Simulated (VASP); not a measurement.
Li, 2 atoms in the cell. The typed cell holds 2 atoms: a = 3.054 Å, b = 3.068 Å, c = 4.995 Å, α = 90.21°, β = 90.57°, γ = 120.43°.  This cell differs from its parent crystal: equal xy, yz and zx shear strains of -1 %.

- Program: VASP 6.6.1
- Task: single point
- Functional: PBE
- Potentials or basis: VASP PAW PBE potentials, release 64 (Li_sv)
- Cutoff: 520 eV
- k mesh: 16 × 16 × 9
- Occupations: fermi-dirac, width 0.05 eV
- Spin: no spin polarisation
- Dipole correction: no
- Further INCAR settings: ALGO = Normal; EDIFF = 1e-06; NBANDS = 10

Potentials or basis: VASP PAW PBE potentials, release 64 (Li_sv).

Run with:

```bash
$ cat potpaw_PBE.64/Li_sv/POTCAR > POTCAR
$ mpirun -np 1 vasp_std > vasp.out
```

Hardware: 1 thread of AMD EPYC 9R14 (Zen 4), with other jobs on the host.

Q: How long does it take, and how much memory?

A: It took 2.9 min on 1 thread of AMD EPYC 9R14 (Zen 4), with other jobs on the host, peak memory 0.4 GiB. Counts: scf iterations 9, k points 1154.
